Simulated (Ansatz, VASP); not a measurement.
## SrCl2: VASP beside Ansatz

```
CELL_PARAMETERS angstrom
0.84961 3.95792 3.95792
3.95792 0.84961 3.95792
3.95792 3.95792 0.84961
ATOMIC_POSITIONS crystal
Sr 0.00000 0.00000 0.00000
Cl 0.25000 0.25000 0.25000
Cl 0.75000 0.75000 0.75000
```

Alike in both runs: task single point; functional LDA; k mesh 6 × 6 × 6; occupations gaussian, width 0.05 eV; no spin polarisation.

|  | VASP | Ansatz |
| --- | --- | --- |
| version | VASP 6.6.1 | Ansatz 0.2.0 |
| potentials or method | VASP PAW LDA potentials, release 64 (Sr_sv, Cl), cutoff 520 eV | scalar-relativistic, plane waves, PAW |
| valence electrons in the cell | 24 | 24 |

Ansatz gave:

* gap on the k mesh at the Fermi level (eV): 5.07
* least direct gap on the mesh (eV): 5.07
* pressure (GPa): 0.5
* traceless stress, the component that is largest in VASP (GPa): -0.58
* rms of the force components (eV/Å): 0.098

Problem. Estimate VASP's values.

Solution. gap on the k mesh at the Fermi level (eV): 5.08; least direct gap on the mesh (eV): 5.08; pressure (GPa): 0.7; traceless stress, the component that is largest in VASP (GPa): -0.62; rms of the force components (eV/Å): 0.111.

LDA's correlation is that of Perdew and Zunger in VASP and of Perdew and Wang (1992) in Ansatz. Atom by atom the forces differ by 0.013 eV/Å (rms over components).
